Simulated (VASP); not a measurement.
Here is a VASP 6.6.1 calculation.

POSCAR

```
Ge
1.0
    0.0000000000      2.9503484526      2.9503484526
    2.9503484526      0.0000000000      2.9503484526
    2.9503484526      2.9503484526      0.0000000000
Ge
2
Direct
    0.0000000000      0.0000000000      0.0000000000
    0.2500000000      0.2500000000      0.2500000000
```

File INCAR.step1:

```
PREC = Accurate
ENCUT = 520
EDIFF = 1E-5
ISMEAR = -1
SIGMA = 0.02
LREAL = F
LASPH = T
NELM = 80
ALGO = Normal
ISIF = 2
LWAVE = T
LCHARG = F
NBANDS = 21
GGA = PE
KPAR = 2
```

File INCAR.step2:

```
PREC = Accurate
ENCUT = 520
EDIFF = 1E-6
ISMEAR = -1
SIGMA = 0.02
LREAL = F
LASPH = T
NELM = 80
ALGO = Normal
ISIF = 2
LWAVE = F
LCHARG = F
GGA = PE
LHFCALC = T
HFSCREEN = 0.2079
PRECFOCK = Normal
NBANDS = 21
ISTART = 1
KPAR = 2
```

KPOINTS

```
regular mesh
0
Gamma
  6 6 6
```

Potentials or basis: VASP PAW PBE potentials, release 64 (Ge_d).

Launch:

```console
$ cat potpaw_PBE.64/Ge_d/POTCAR > POTCAR
$ cp INCAR.step1 INCAR
$ mpirun -np 2 vasp_std > vasp.out
$ cp INCAR.step2 INCAR
$ mpirun -np 2 vasp_std > vasp.out
```

(1) Predict the pressure.

(2) Predict the band gap on the k mesh.

Answers

(1) -6.0 GPa.

(2) zero (filled and empty bands touch).

Caveat: the cell differs from its parent crystal (strain +4.0%); the cell stands under tension; the PAW data sets were made with another functional, which shifts forces and pressure a little.
